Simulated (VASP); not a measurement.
# CdS (Hawleyite) (F-43m) in VASP: single point with PBE

Aim: the single point of CdS (Hawleyite) with PBE.

Everything below comes from runs of VASP 6.6.1. Logs are shortened: lines on timing, memory, paths and dates and some standing lists are left out, and cuts for length are marked.

## Step 1: The cell of the first run

The structure is cubic, space group F-43m (No. 216). Conventional cell: a = 5.833 Å, b = 5.833 Å, c = 5.833 Å, α = 90.00°, β = 90.00°, γ = 90.00°. Cd (site symmetry -43m) has 4 S at 2.53 Å within 3.3 Å. Within 3.3 Å of S (site symmetry -43m) lie 4 Cd at 2.53 Å.

## Step 2: Single point, PBE

Input file INCAR:

```
SYSTEM = CdS
PREC = Accurate ; ENCUT = 500
EDIFF = 1E-6 ; ISMEAR = 0
SIGMA = 0.01 ; LREAL = .False.
LASPH = .True. ; NELM = 120
ALGO = Normal ; ISIF = 2
LWAVE = .False. ; LCHARG = .False.
GGA = PE ; NBANDS = 16
GGA_COMPAT = .False.
```

Input file KPOINTS:

```
regular mesh
0
Gamma
  7 7 7
  0 0 0
```

Input file POSCAR:

```
CdS
1.0
    4.1245540000      0.0000000000      0.0000000000
    2.0622770000      3.5719685433      0.0000000000
    2.0622770000      1.1906561811      3.3676842389
Cd S
1 1
Direct
    0.0000000000      0.0000000000      0.0000000000
    0.2500000000      0.2500000000      0.2500000000
```

Potentials or basis: VASP PAW PBE potentials, release 64 (Cd, S).

Launch:

```bash
> cat potpaw_PBE.64/Cd/POTCAR potpaw_PBE.64/S/POTCAR > POTCAR
> mpirun -np 1 vasp_std > vasp.out
```

OUTCAR:

```text
SYSTEM = CdS
   PREC = Accurate
   ENCUT = 500
   EDIFF = 1E-6
   ISMEAR = 0
   LREAL = .False.
   LASPH = .True.
   NELM = 120
   ISIF = 2
   GGA = PE

 ion  position               nearest neighbor table
   1  0.000  0.000  0.000-   2 2.53   2 2.53   2 2.53   2 2.53
   2  0.250  0.250  0.250-   1 2.53   1 2.53   1 2.53   1 2.53

  LATTYP: Found a face centered cubic cell.
 ALAT       =     5.8330002056

  Lattice vectors:

 A1 = (   4.1245540000,   0.0000000000,   0.0000000000)
 A2 = (   2.0622770000,   3.5719685433,   0.0000000000)
 A3 = (   2.0622770000,   1.1906561811,   3.3676842389)

Analysis of symmetry for initial positions (statically):
=====================================================================
 Subroutine PRICEL returns:
 Original cell was already a primitive cell.

 Routine SETGRP: Setting up the symmetry group for a
 face centered cubic supercell.

 Subroutine GETGRP returns: Found 24 space group operations
 (whereof 24 operations were pure point group operations)
 out of a pool of 48 trial point group operations.

The static configuration has the point symmetry T_d .

Analysis of symmetry for dynamics (positions and initial velocities):
=====================================================================
 Subroutine PRICEL returns:
 Original cell was already a primitive cell.

 Routine SETGRP: Setting up the symmetry group for a
 face centered cubic supercell.

 Subroutine GETGRP returns: Found 24 space group operations
 (whereof 24 operations were pure point group operations)
 out of a pool of 48 trial point group operations.

The dynamic configuration has the point symmetry T_d .

 Subroutine INISYM returns: Found 24 space group operations
 (whereof 24 operations are pure point group operations),
 and found     1 'primitive' translations

----------------------------------------------------------------------------------------

                                     Primitive cell

  volume of cell :      49.6153

  direct lattice vectors                    reciprocal lattice vectors
     4.124554000  0.000000000  0.000000000     0.242450456 -0.139978836 -0.098979984
     2.062277000  3.571968543  0.000000000     0.000000000  0.279957673 -0.098979984
     2.062277000  1.190656181  3.367684239     0.000000000  0.000000000  0.296939953

  length of vectors
     4.124554000  4.124554000  4.124554000     0.296939953  0.296939953  0.296939953

  position of ions in fractional coordinates (direct lattice)
     0.000000000  0.000000000  0.000000000
     0.250000000  0.250000000  0.250000000

  ion indices of the primitive-cell ions
   primitive index   ion index
                 1           1
                 2           2

----------------------------------------------------------------------------------------

 KPOINTS: regular mesh

Automatic generation of k-mesh.
 Grid dimensions read from file:
 generate k-points for:    7    7    7

 Generating k-lattice:

  Cartesian coordinates                     Fractional coordinates (reciprocal lattice)
     0.034635779 -0.019996977 -0.014139998     0.142857143  0.000000000  0.000000000
     0.000000000  0.039993953 -0.014139998     0.000000000  0.142857143  0.000000000
     0.000000000  0.000000000  0.042419993     0.000000000  0.000000000  0.142857143

  Length of vectors
     0.042419993  0.042419993  0.042419993

  Shift w.r.t. Gamma in fractional coordinates (k-lattice)
     0.000000000  0.000000000  0.000000000

 Subroutine IBZKPT returns following result:
 ===========================================

 Found     20 irreducible k-points:

 Following reciprocal coordinates:
            Coordinates               Weight
  0.000000  0.000000  0.000000      1.000000
  0.142857  0.000000 -0.000000      8.000000
  0.285714 -0.000000 -0.000000      8.000000
  0.428571  0.000000 -0.000000      8.000000
  0.142857  0.142857 -0.000000      6.000000
  0.285714  0.142857  0.000000     24.000000
[... 12 lines left out ...]
 -0.428571  0.428571  0.142857     24.000000
 -0.285714  0.428571  0.142857     24.000000
   k-points           NKPTS =     20   k-points in BZ     NKDIM =     20   number of bands    NBANDS=     16
   number of dos      NEDOS =    301   number of ions     NIONS =      2
   total plane-waves  NPLWV =  27000
   dimension x,y,z NGX =    30 NGY =   30 NGZ =   30
   dimension x,y,z NGXF=    60 NGYF=   60 NGZF=   60
   ions per type =               1   1
   NGX,Y,Z   is equivalent  to a cutoff of  12.09, 12.09, 12.09 a.u.
   NGXF,Y,Z  is equivalent  to a cutoff of  24.18, 24.18, 24.18 a.u.
 SYSTEM =  CdS
   PREC   = accura    normal or accurate (medium, high low for compatibility)
   ISTART =      0    job   : 0-new  1-cont  2-samecut
   ICHARG =      2    charge: 1-file 2-atom 10-const
   ISPIN  =      1    spin polarized calculation?
   LNONCOLLINEAR =      F non collinear calculations
   LSORBIT =      F    spin-orbit coupling
   LASPH  =      T    aspherical Exc in radial PAW
   ENCUT  =  500.0 eV  36.75 Ry    6.06 a.u.   7.52  7.52  7.52*2*pi/ulx,y,z
   NELM   =    120;   NELMIN=  2; NELMDL= -5     # of ELM steps
   EDIFF  = 0.1E-05   stopping-criterion for ELM
   LREAL  =      F    real-space projection
   EDIFFG = 0.1E-04   stopping-criterion for IOM
   NSW    =      0    number of steps for IOM
   IBRION =     -1    ionic relax: 0-MD 1-quasi-New 2-CG
   NFREE  =      0    steps in history (QN), initial steepest desc. (CG)
   ISIF   =      2    stress and relaxation
   ISYM   =      2    0-nonsym 1-usesym 2-fastsym
   POTIM  = 0.5000    time-step for ionic-motion
   TEBEG  =    0.0;   TEEND  =   0.0 temperature during run
   PSTRESS=    0.0 pullay stress
   NELECT =      18.0000    total number of electrons
   NUPDOWN=      -1.0000    fix difference up-down
   EMIN   =  10.00;   EMAX   =-10.00  energy-range for DOS
   EFERMI =   0.00;   METHOD = LEGACY
   ISMEAR =     0;   SIGMA  =   0.01  broadening in eV -4-tet -1-fermi 0-gaus
   EFERMI_NEDOS =   21; number of points for ismear=-14 and -15
   IALGO  =     38    algorithm
   IMIX   =      4    mixing-type and parameters
     AMIX     =   0.40;   BMIX     =  1.00
     AMIX_MAG =   1.60;   BMIX_MAG =  1.00
  volume/ion in A,a.u.               =      24.81       167.41
  Fermi-wavevector in a.u.,A,eV,Ry     =   1.167599  2.206442 18.548648  1.363287
  Thomas-Fermi vector in A             =   2.304097
   LORBIT       =      0    0 simple, 1 ext, 2 COOP (PROOUT), +10 PAW based schemes
   GGA     = PE    functional components
   LHFCALC =     F    Hartree Fock is set to
   AEXX    =    0.0000 exact exchange contribution
   IVDW    =     0    specifies the selected vdW correction
   LEPSILON=     F    determine dielectric tensor
   LRPA    =     F    only Hartree local field effects (RPA)
 non-spin polarized calculation
 Gauss-broadening in eV      SIGMA  =   0.01
  energy-cutoff  :      500.00
  volume of cell :       49.62
 maximum number of plane-waves:      1275
 NGX is ok and might be reduce to    30
   NGX = 15   NGY = 15   NGZ = 15

 number of electron      18.0000003 magnetization

 Free energy of the ion-electron system (eV)
  ---------------------------------------------------
  ext. energy  EPLUGINS =         0.00000000
  ---------------------------------------------------
  free energy    TOTEN  =        -6.12067448 eV

  energy without entropy =       -6.12067448  energy(sigma->0) =       -6.12067448

 E-fermi :   1.3780     XC(G=0):  -9.1494

 val. band max:        1.3151010367   @ k =   0.0000   0.0000   0.0000
 cond. band min:       2.4644206258   @ k =   0.0000   0.0000   0.0000
 fundamental gap:      1.1493195891
 Fermi energy:         1.3779952091

 k-point     1 :       0.0000    0.0000    0.0000
  band No.  band energies     occupation
      1     -11.0548      2.00000
      2      -6.4137      2.00000
      3      -6.4137      2.00000
      4      -6.4137      2.00000
      5      -5.9339      2.00000
      6      -5.9339      2.00000
[... 8 lines left out ...]
     15      12.7953      0.00000
     16      12.7953      0.00000

 k-point     2 :       0.1429    0.0000   -0.0000
  band No.  band energies     occupation
      1     -10.9749      2.00000
      2      -6.3850      2.00000
      3      -6.3850      2.00000
      4      -6.3423      2.00000
      5      -5.9349      2.00000
      6      -5.9349      2.00000
[... 8 lines left out ...]
     15      12.1071      0.00000
     16      13.2869      0.00000

 k-point     3 :       0.2857   -0.0000   -0.0000
  band No.  band energies     occupation
      1     -10.7944      2.00000
      2      -6.3292      2.00000
      3      -6.3292      2.00000
      4      -6.0798      2.00000
      5      -5.9250      2.00000
      6      -5.9250      2.00000
[... 8 lines left out ...]
     15      12.1021      0.00000
     16      12.4829      0.00000

 k-point     4 :       0.4286    0.0000   -0.0000
  band No.  band energies     occupation
      1     -10.6502      2.00000
      2      -6.2969      2.00000
      3      -6.2969      2.00000
      4      -5.9009      2.00000
      5      -5.9009      2.00000
      6      -5.6542      2.00000
[... 8 lines left out ...]
     15      13.3878      0.00000
     16      13.3878      0.00000

 k-point     5 :       0.1429    0.1429   -0.0000
  band No.  band energies     occupation
      1     -10.9485      2.00000
      2      -6.3566      2.00000
      3      -6.3566      2.00000
      4      -6.3565      2.00000
      5      -5.9538      2.00000
      6      -5.9175      2.00000
[... 8 lines left out ...]
     15      12.9262      0.00000
     16      14.2918      0.00000

 k-point     6 :       0.2857    0.1429    0.0000
  band No.  band energies     occupation
      1     -10.8022      2.00000
      2      -6.3212      2.00000
      3      -6.2942      2.00000
      4      -6.1749      2.00000
      5      -5.9455      2.00000
      6      -5.9017      2.00000
[... 8 lines left out ...]
     15      12.9148      0.00000
     16      14.1330      0.00000

 k-point     7 :       0.4286    0.1429   -0.0000
  band No.  band energies     occupation
      1     -10.6472      2.00000
      2      -6.2853      2.00000
      3      -6.2541      2.00000
      4      -5.9840      2.00000
      5      -5.8883      2.00000
      6      -5.7113      2.00000
[... 8 lines left out ...]
     15      13.7638      0.00000
     16      13.7651      0.00000

 k-point     8 :      -0.4286    0.1429    0.0000
  band No.  band energies     occupation
      1     -10.6000      2.00000
      2      -6.2743      2.00000
      3      -6.2539      2.00000
      4      -5.9287      2.00000
      5      -5.9050      2.00000
      6      -5.5078      2.00000
[... 8 lines left out ...]
     15      13.1861      0.00000
     16      13.8538      0.00000

 k-point     9 :      -0.2857    0.1429    0.0000
  band No.  band energies     occupation
      1     -10.6945      2.00000
      2      -6.2900      2.00000
      3      -6.2844      2.00000
      4      -5.9700      2.00000
      5      -5.9423      2.00000
      6      -5.8140      2.00000
[... 8 lines left out ...]
     15      13.3875      0.00000
     16      13.8889      0.00000
[... 96 lines left out ...]
 k-point    15 :       0.4286    0.4286    0.0000
  band No.  band energies     occupation
      1     -10.5246      2.00000
      2      -6.1950      2.00000
      3      -6.0850      2.00000
      4      -6.0850      2.00000
      5      -5.8509      2.00000
      6      -5.5780      2.00000
[... 8 lines left out ...]
     15      13.6211      0.00000
     16      15.3902      0.00000

 k-point    16 :      -0.4286    0.4286    0.0000
  band No.  band energies     occupation
      1     -10.4999      2.00000
      2      -6.1989      2.00000
      3      -6.0836      2.00000
      4      -6.0617      2.00000
      5      -5.8626      2.00000
      6      -5.4205      2.00000
[... 8 lines left out ...]
     15      13.9519      0.00000
     16      14.9875      0.00000

 k-point    17 :       0.4286    0.2857    0.1429
  band No.  band energies     occupation
      1     -10.6695      2.00000
      2      -6.2615      2.00000
      3      -6.2402      2.00000
      4      -6.0581      2.00000
      5      -5.9033      2.00000
      6      -5.8029      2.00000
[... 8 lines left out ...]
     15      13.8262      0.00000
     16      15.3314      0.00000

 k-point    18 :      -0.4286    0.2857    0.1429
  band No.  band energies     occupation
      1     -10.5652      2.00000
      2      -6.2376      2.00000
      3      -6.2024      2.00000
      4      -5.9839      2.00000
      5      -5.9040      2.00000
      6      -5.4853      2.00000
[... 8 lines left out ...]
     15      13.6272      0.00000
     16      14.7427      0.00000

 k-point    19 :      -0.4286    0.4286    0.1429
  band No.  band energies     occupation
      1     -10.5204      2.00000
      2      -6.1896      2.00000
      3      -6.1488      2.00000
      4      -6.0344      2.00000
      5      -5.8795      2.00000
      6      -5.4448      2.00000
[... 8 lines left out ...]
     15      14.3401      0.00000
     16      14.6317      0.00000

 k-point    20 :      -0.2857    0.4286    0.1429
  band No.  band energies     occupation
      1     -10.5097      2.00000
      2      -6.2026      2.00000
      3      -6.1535      2.00000
      4      -5.9841      2.00000
      5      -5.9159      2.00000
      6      -5.3300      2.00000
[... 8 lines left out ...]
     15      13.6333      0.00000
     16      15.3177      0.00000

------------------------ aborting loop because EDIFF is reached ----------------------------------------

  FORCE on cell =-STRESS in cart. coord.  units (eV):
  Direction    XX          YY          ZZ          XY          YZ          ZX
  --------------------------------------------------------------------------------------
  -------------------------------------------------------------------------------------
  Total        0.9907447      0.9907447      0.9907447     -0.0000000      0.0000000      0.0000000
  in kB       31.9931030     31.9931030     31.9931030     -0.0000000      0.0000000      0.0000000
  external PRESSURE =      31.9931030 kB  Pullay stress =       0.0000000 kB

 VOLUME and BASIS-vectors are now :
 -----------------------------------------------------------------------------
  energy-cutoff  :      500.00
  volume of cell :       49.62
      direct lattice vectors                 reciprocal lattice vectors
     4.124554000  0.000000000  0.000000000     0.242450456 -0.139978836 -0.098979984
     2.062277000  3.571968543  0.000000000     0.000000000  0.279957673 -0.098979984
     2.062277000  1.190656181  3.367684239     0.000000000  0.000000000  0.296939953

 POSITION                                       TOTAL-FORCE (eV/Angst)
 -----------------------------------------------------------------------------------
      0.00000      0.00000      0.00000        -0.000000     -0.000000     -0.000000
      2.06228      1.19066      0.84192         0.000000      0.000000      0.000000
 -----------------------------------------------------------------------------------
    total drift:                               -0.000000     -0.000000      0.000000

  FREE ENERGIE OF THE ION-ELECTRON SYSTEM (eV)
  ---------------------------------------------------
  free  energy   TOTEN  =        -6.1206744803 eV

  energy  without entropy=       -6.1206744803  energy(sigma->0) =       -6.12067448
```

Wall time 33 s (1 thread of Intel Xeon 8259CL, shared host); peak memory 0.17 GiB.

What came out:

```
Free energy            : -6.1207 eV
Pressure               : 3.2 GPa
Band gap on the k mesh : 1.15 eV, direct
```
